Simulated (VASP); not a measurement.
# ReS (Fm-3m) in VASP: single point with PBE

Aim: the single point of ReS with PBE.

Program: VASP 6.6.1. These are calculated values, not measurements. Logs are shortened: lines on timing, memory, paths and dates and some standing lists are left out, and cuts for length are marked.

### 1 The cell of the first run

Symmetry: Fm-3m, No. 225, cubic system. The conventional cell has a = 4.570 Å, b = 4.570 Å, c = 4.570 Å, α = 90.00°, β = 90.00°, γ = 90.00°. Re (site symmetry m-3m) has 6 S at 2.29 Å within 3.0 Å. Within 3.0 Å of S (site symmetry m-3m) lie 6 Re at 2.29 Å.

### 2 Single point, PBE, collinear spin

Input file INCAR:

```
  PREC = Accurate
  ENCUT = 520
  EDIFF = 1E-6
  ISMEAR = 0
  SIGMA = 0.1
  LREAL = False
  LASPH = True
  NELM = 150
  ALGO = Normal
  ISIF = 2
  LWAVE = False
  LCHARG = True
  ISPIN = 2
  MAGMOM = 2 -2 0 0
  LORBIT = 11
  LMAXMIX = 4
  GGA = PE
  LELF = True
  LVHAR = True
  NBANDS = 25
```

Input file KPOINTS:

```
regular mesh
0
Gamma
  14 14 7
```

Input file POSCAR:

```
ReS
1.0
    0.0000000000      2.2852400464      2.2852400464
    2.2852400464      0.0000000000      2.2852400464
    4.5704800928      4.5704800928      0.0000000000
Re S
2 2
Direct
    0.0000000000      0.0000000000      0.0000000000
    0.0000000000      0.0000000000      0.5000000000
    0.5000000000      0.5000000000      0.2500000000
    0.5000000000      0.5000000000      0.7500000000
```

Potentials or basis: VASP PAW PBE potentials, release 64 (Re, S).

Run with:

```sh
$ cat potpaw_PBE.64/Re/POTCAR potpaw_PBE.64/S/POTCAR > POTCAR
$ mpirun -np 1 vasp_std > vasp.out
```

OUTCAR:

```text
PREC = Accurate
   ENCUT = 520
   EDIFF = 1E-6
   ISMEAR = 0
   LREAL = False
   LASPH = True
   NELM = 150
   ISIF = 2
   ISPIN = 2
   LORBIT = 11
   GGA = PE

 ion  position               nearest neighbor table
   1  0.000  0.000  0.000-   4 2.29   3 2.29   4 2.29   3 2.29   4 2.29   3 2.29   2 3.23   2 3.23
                             2 3.23   2 3.23   2 3.23   2 3.23
   2  0.000  0.000  0.500-   3 2.29   3 2.29   4 2.29   3 2.29   4 2.29   4 2.29   1 3.23   1 3.23
                             1 3.23   1 3.23   1 3.23   1 3.23
   3  0.500  0.500  0.250-   1 2.29   1 2.29   2 2.29   1 2.29   2 2.29   2 2.29
   4  0.500  0.500  0.750-   2 2.29   1 2.29   2 2.29   1 2.29   2 2.29   1 2.29

  LATTYP: Found a trigonal (rhomboedric) cell.
 ALAT       =     5.5976720535
 COS(alpha) =     0.8333333333

  Lattice vectors:

 A1 = (   4.5704800928,   2.2852400464,  -2.2852400464)
 A2 = (   2.2852400464,   2.2852400464,  -4.5704800928)
 A3 = (   2.2852400464,   4.5704800928,  -2.2852400464)

Analysis of symmetry for initial positions (statically):
=====================================================================
 Subroutine PRICEL returns following result:

  LATTYP: Found a face centered cubic cell.
 ALAT       =     4.5704800928
[... 12 lines left out ...]
 Subroutine GETGRP returns: Found 12 space group operations
 (whereof 12 operations were pure point group operations)
 out of a pool of 12 trial point group operations.

The static configuration has the point symmetry D_3d.

Analysis of symmetry for dynamics (positions and initial velocities):
=====================================================================
 Subroutine PRICEL returns following result:

  LATTYP: Found a face centered cubic cell.
 ALAT       =     4.5704800928
[... 12 lines left out ...]
 Subroutine GETGRP returns: Found 12 space group operations
 (whereof 12 operations were pure point group operations)
 out of a pool of 12 trial point group operations.

The dynamic configuration has the point symmetry D_3d.

Analysis of structural, dynamic, and magnetic symmetry:
=====================================================================
 Subroutine PRICEL returns following result:

  LATTYP: Found a face centered cubic cell.
 ALAT       =     4.5704800928
[... 12 lines left out ...]
 Subroutine GETGRP returns: Found 12 space group operations
 (whereof 12 operations were pure point group operations)
 out of a pool of 12 trial point group operations.

The overall configuration has the point symmetry D_3d.

 Subroutine INISYM returns: Found 12 space group operations
 (whereof 12 operations are pure point group operations),
 and found     2 'primitive' translations

----------------------------------------------------------------------------------------

                                     Primitive cell

  volume of cell :      23.8685

  direct lattice vectors                    reciprocal lattice vectors
     0.000000000  2.285240046  2.285240046    -0.218795396  0.218795396  0.218795396
     2.285240046  0.000000000  2.285240046     0.218795396 -0.218795396  0.218795396
     2.285240046  2.285240046  0.000000000     0.218795396  0.218795396 -0.218795396

  length of vectors
     3.231817467  3.231817467  3.231817467     0.378964742  0.378964742  0.378964742

  position of ions in fractional coordinates (direct lattice)
     0.000000000  0.000000000  0.000000000
     0.500000000  0.500000000  0.500000000

  ion indices of the primitive-cell ions
   primitive index   ion index
                 1           1
                 2           3

----------------------------------------------------------------------------------------

 KPOINTS: regular mesh

Automatic generation of k-mesh.
 Grid dimensions read from file:
 generate k-points for:   14   14    7

 Generating k-lattice:

  Cartesian coordinates                     Fractional coordinates (reciprocal lattice)
    -0.015628243  0.015628243  0.015628243     0.071428571  0.000000000  0.000000000
     0.015628243 -0.015628243  0.015628243     0.000000000  0.071428571  0.000000000
[... 33 lines left out ...]
            Coordinates               Weight
  0.000000  0.000000  0.000000      1.000000
  0.071429  0.000000  0.000000      6.000000
  0.142857  0.000000  0.000000      6.000000
  0.214286  0.000000  0.000000      6.000000
  0.285714  0.000000  0.000000      6.000000
  0.357143  0.000000  0.000000      6.000000
[... 16 lines left out ...]
  0.214286  0.142857  0.000000     12.000000
  0.285714  0.142857  0.000000     12.000000
 [... further k-points ...]
   k-points           NKPTS =    144   k-points in BZ     NKDIM =    144   number of bands    NBANDS=     25
   number of dos      NEDOS =    301   number of ions     NIONS =      4
   total plane-waves  NPLWV =  27648
   dimension x,y,z NGX =    24 NGY =   24 NGZ =   48
   dimension x,y,z NGXF=    48 NGYF=   48 NGZF=   96
   ions per type =               2   2
   NGX,Y,Z   is equivalent  to a cutoff of  12.35, 12.35, 12.35 a.u.
   NGXF,Y,Z  is equivalent  to a cutoff of  24.69, 24.69, 24.69 a.u.
 SYSTEM =  unknown system
   PREC   = accura    normal or accurate (medium, high low for compatibility)
   ISTART =      0    job   : 0-new  1-cont  2-samecut
   ICHARG =      2    charge: 1-file 2-atom 10-const
   ISPIN  =      2    spin polarized calculation?
   LNONCOLLINEAR =      F non collinear calculations
   LSORBIT =      F    spin-orbit coupling
   LASPH  =      T    aspherical Exc in radial PAW
   ENCUT  =  520.0 eV  38.22 Ry    6.18 a.u.   6.01  6.01 12.02*2*pi/ulx,y,z
   NELM   =    150;   NELMIN=  2; NELMDL= -5     # of ELM steps
   EDIFF  = 0.1E-05   stopping-criterion for ELM
   LREAL  =      F    real-space projection
   EDIFFG = 0.1E-04   stopping-criterion for IOM
   NSW    =      0    number of steps for IOM
   IBRION =     -1    ionic relax: 0-MD 1-quasi-New 2-CG
   NFREE  =      0    steps in history (QN), initial steepest desc. (CG)
   ISIF   =      2    stress and relaxation
   ISYM   =      2    0-nonsym 1-usesym 2-fastsym
   POTIM  = 0.5000    time-step for ionic-motion
   TEBEG  =    0.0;   TEEND  =   0.0 temperature during run
   PSTRESS=    0.0 pullay stress
   NELECT =      26.0000    total number of electrons
   NUPDOWN=      -1.0000    fix difference up-down
   EMIN   =  10.00;   EMAX   =-10.00  energy-range for DOS
   EFERMI =   0.00;   METHOD = LEGACY
   ISMEAR =     0;   SIGMA  =   0.10  broadening in eV -4-tet -1-fermi 0-gaus
   EFERMI_NEDOS =   21; number of points for ismear=-14 and -15
   IALGO  =     38    algorithm
   IMIX   =      4    mixing-type and parameters
     AMIX     =   0.40;   BMIX     =  1.00
     AMIX_MAG =   1.60;   BMIX_MAG =  1.00
  volume/ion in A,a.u.               =      11.93        80.54
  Fermi-wavevector in a.u.,A,eV,Ry     =   1.336947  2.526463 24.319417  1.787427
  Thomas-Fermi vector in A             =   2.465534
   LORBIT       =     11    0 simple, 1 ext, 2 COOP (PROOUT), +10 PAW based schemes
   GGA     = PE    functional components
   LHFCALC =     F    Hartree Fock is set to
   AEXX    =    0.0000 exact exchange contribution
   IVDW    =     0    specifies the selected vdW correction
   LEPSILON=     F    determine dielectric tensor
   LRPA    =     F    only Hartree local field effects (RPA)
 spin polarized calculation
 Gauss-broadening in eV      SIGMA  =   0.10
  energy-cutoff  :      520.00
  volume of cell :       47.74
 maximum number of plane-waves:      1304
   NGX = 13   NGY = 13   NGZ = 25

 number of electron      26.0000001 magnetization      -0.0000000

 number of electron      26.0000001 magnetization       0.0000000

 Free energy of the ion-electron system (eV)
  ---------------------------------------------------
  ext. energy  EPLUGINS =         0.00000000
  ---------------------------------------------------
  free energy    TOTEN  =       -26.53083657 eV

  energy without entropy =      -26.50460149  energy(sigma->0) =      -26.51771903

 E-fermi :  12.4604     XC(G=0): -13.6155

 val. band max:       12.4569725100   @ k =  -0.1429   0.4286   0.1429
 cond. band min:      12.4633495326   @ k =  -0.1429   0.2143   0.1429
 fundamental gap:      0.0063770226
 Fermi energy:        12.4604498299

 spin component 1

 k-point     1 :       0.0000    0.0000    0.0000
  band No.  band energies     occupation
      1      -6.6348      1.00000
      2      -3.1617      1.00000
      3       0.8054      1.00000
      4       4.0053      1.00000
      5       4.0053      1.00000
      6       8.2336      1.00000
[... 661 lines left out ...]
     24      22.8538      0.00000
     25      23.2719      0.00000

 [... further k-points ...]

 spin component 2

 k-point     1 :       0.0000    0.0000    0.0000
  band No.  band energies     occupation
      1      -6.6348      1.00000
      2      -3.1617      1.00000
      3       0.8054      1.00000
      4       4.0053      1.00000
      5       4.0053      1.00000
      6       8.2336      1.00000
[... 661 lines left out ...]
     24      22.8538      0.00000
     25      23.2822      0.00000

 [... further k-points ...]

------------------------ aborting loop because EDIFF is reached ----------------------------------------

  FORCE on cell =-STRESS in cart. coord.  units (eV):
  Direction    XX          YY          ZZ          XY          YZ          ZX
  --------------------------------------------------------------------------------------
  -------------------------------------------------------------------------------------
  Total       23.8840607     23.8840607     23.8840607     -0.0004394      0.0004394      0.0004394
  in kB      801.6102821    801.6102821    801.6102821     -0.0147477      0.0147477      0.0147477
  external PRESSURE =     801.6102821 kB  Pullay stress =       0.0000000 kB

 VOLUME and BASIS-vectors are now :
 -----------------------------------------------------------------------------
  energy-cutoff  :      520.00
  volume of cell :       47.74
      direct lattice vectors                 reciprocal lattice vectors
     0.000000000  2.285240046  2.285240046    -0.218795396  0.218795396  0.218795396
     2.285240046  0.000000000  2.285240046     0.218795396 -0.218795396  0.218795396
     4.570480093  4.570480093  0.000000000     0.109397698  0.109397698 -0.109397698

 POSITION                                       TOTAL-FORCE (eV/Angst)
 -----------------------------------------------------------------------------------
      0.00000      0.00000      0.00000         0.000000      0.000000     -0.000000
      2.28524      2.28524      0.00000         0.000000      0.000000     -0.000000
      2.28524      2.28524      2.28524        -0.000000     -0.000000      0.000000
      4.57048      4.57048      2.28524         0.000000     -0.000000     -0.000000
 -----------------------------------------------------------------------------------
    total drift:                               -0.000000     -0.000000     -0.000000

  FREE ENERGIE OF THE ION-ELECTRON SYSTEM (eV)
  ---------------------------------------------------
  free  energy   TOTEN  =       -26.5308365680 eV

  energy  without entropy=      -26.5046014881  energy(sigma->0) =      -26.51771903

 total charge

# of ion       s       p       d       tot
------------------------------------------
    1        0.566   0.617   5.426   6.609
    2        0.566   0.617   5.426   6.609
    3        1.312   2.513   0.000   3.825
    4        1.312   2.513   0.000   3.825
--------------------------------------------------
tot          3.755   6.260  10.853  20.867

 magnetization (x)

# of ion       s       p       d       tot
------------------------------------------
    1        0.000   0.000   0.000   0.000
    2       -0.000  -0.000  -0.000  -0.000
    3        0.000   0.000   0.000   0.000
    4        0.000   0.000   0.000   0.000
--------------------------------------------------
tot          0.000   0.000   0.000   0.000
```

It took 8.1 min on 1 thread of Intel Xeon 8259CL, shared host; peak memory 0.37 GiB.

Results:

```yaml
Free_energy: -26.5308 eV
Pressure: 80.2 GPa
Band_gap_on_the_k_mesh: zero (filled and empty bands overlap)
Net_moment: 0.00 μB per cell
Valence_electrons_inside_the_program's_atomic_spheres: Re 6.61; S 3.83
```

Caveat: the cell stands under pressure; spin-orbit coupling is left out, which moves the levels of the heavy elements.
